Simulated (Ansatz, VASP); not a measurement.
## Y: VASP beside Ansatz

```xyz
1
Lattice="-2.0176 2.0176 2.0176 2.0176 -2.0176 2.0176 2.0176 2.0176 -2.0176" Properties=species:S:1:pos:R:3 pbc="T T T"
Y     0.0000    0.0000    0.0000
```

Alike in both runs: functional PBE; k mesh 14 × 14 × 14; occupations fermi-dirac, width 0.05 eV; no spin polarisation.

Ansatz relaxed the structure, and its values are those at the end. VASP's run is a single point on that final structure, the one shown.

```csv
,VASP,Ansatz
version,VASP 6.6.1,Ansatz 0.2.0
potentials or method,"VASP PAW PBE potentials, release 64 (Y_sv), cutoff 520 eV","all-electron LAPW, non-relativistic"
```

|  | VASP | Ansatz | Ansatz less VASP |
| --- | --- | --- | --- |
| pressure (GPa) | 0.1 | 0.0 | -0.09 |

Ansatz ran all-electron here, and VASP with PAW potentials.
